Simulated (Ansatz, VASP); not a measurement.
# Cs3Pt: VASP beside Ansatz

```
Cs Pt
1.0
     5.61987    0.00000    0.00000
     0.00000    5.61987    0.00000
     0.00000    0.00000    5.61987
Cs Pt
3 1
Direct
  0.00000 0.00000 0.50000
  0.00000 0.50000 0.00000
  0.50000 0.00000 0.00000
  0.50000 0.50000 0.50000
```

Alike in both runs: task single point; functional PBE; k mesh 8 × 8 × 8; occupations gaussian, width 0.1 eV; no spin polarisation.

```csv
,VASP,Ansatz
version,VASP 6.6.1,Ansatz 0.2.0
potentials or method,"VASP PAW PBE potentials, release 64 (Cs_sv, Pt), cutoff 520 eV","scalar-relativistic, plane waves, PAW"
valence electrons in the cell,37,45
```

|  | VASP | Ansatz | Ansatz less VASP |
| --- | --- | --- | --- |
| gap on the k mesh at the Fermi level (eV) | none | none | - |
| pressure (GPa) | 0.4 | 0.4 | -0.06 |

A gap of «none» marks a metal or a gap that the smearing closes. VASP's potentials hold 37 valence electrons a cell and Ansatz's 45, so a difference there can come from the potentials and not from the codes.

Neither program's run includes spin-orbit coupling.
